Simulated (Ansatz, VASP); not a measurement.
**GdN: VASP beside Ansatz**

```xyz
2
Lattice="0.0000 2.4846 2.4846 2.4846 0.0000 2.4846 2.4846 2.4846 0.0000" Properties=species:S:1:pos:R:3 pbc="T T T"
Gd    2.4846    2.4846    2.4846
N     0.0000    0.0000    0.0000
```

Alike in both runs: task single point; functional r2SCAN; dispersion rVV10; k mesh 8 × 8 × 8; occupations gaussian, width 0.05 eV; collinear spin; Hubbard terms Gd f U = 4.0 eV.

|  | VASP | Ansatz |
| --- | --- | --- |
| version | VASP 6.6.1 | Ansatz 0.2.0 |
| potentials or method | VASP PAW PBE potentials, release 64 (Gd, N), cutoff 520 eV | scalar-relativistic, plane waves, PAW |
| valence electrons in the cell | 23 | 23 |

|  | VASP | Ansatz | Ansatz less VASP |
| --- | --- | --- | --- |
| gap on the k mesh at the Fermi level (eV) | none | none | - |
| pressure (GPa) | 0.5 | 0.2 | -0.32 |
| net moment per atom (μB) | 3.50 | 3.50 | 0.000 |
| size of the moment on the site where the two differ most (μB) | 6.83 | 6.96 | +0.133 |

VASP's potentials were made for PBE, not for r2SCAN. Site moments also hang on the region over which each program counts them. The programs project onto different local orbitals, so the same U acts differently, and such runs can settle in different states. A gap of «none» marks a metal or a gap that the smearing closes. Ansatz's warnings: filled band counts differ across k points, stability check not made.

Spin-orbit coupling is off throughout.
